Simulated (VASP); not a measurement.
S, 6 atoms in the cell. The typed cell holds 6 atoms: a = 8.741 Å, b = 5.650 Å, c = 5.646 Å, α = 134.06°, β = 94.44°, γ = 94.62°. The cell was generated, and may not be a known phase.

- Program: VASP 6.6.1
- Task: single point
- Functional: PBE
- Potentials or basis: VASP PAW PBE potentials, release 64 (S)
- Cutoff: 520 eV
- k mesh: 4 × 4 × 4
- Occupations: gaussian, width 0.1 eV
- Spin: no spin polarisation
- Dipole correction: no
- Further INCAR settings: ALGO = Normal; EDIFF = 1e-06; NBANDS = 27

Potentials or basis: VASP PAW PBE potentials, release 64 (S).

Command:

```bash
$ cat potpaw_PBE.64/S/POTCAR > POTCAR
$ mpirun -np 1 vasp_std > vasp.out
```

Hardware: 1 thread of Intel(R) Xeon(R) 6975P-C (Granite Rapids), on a shared host.

Task: How long does it take, and how much memory?

Result: Wall time 120 s on 1 thread of Intel(R) Xeon(R) 6975P-C (Granite Rapids) (shared host), peak memory 0.36 GiB. Counts: scf iterations 13, k points 36.
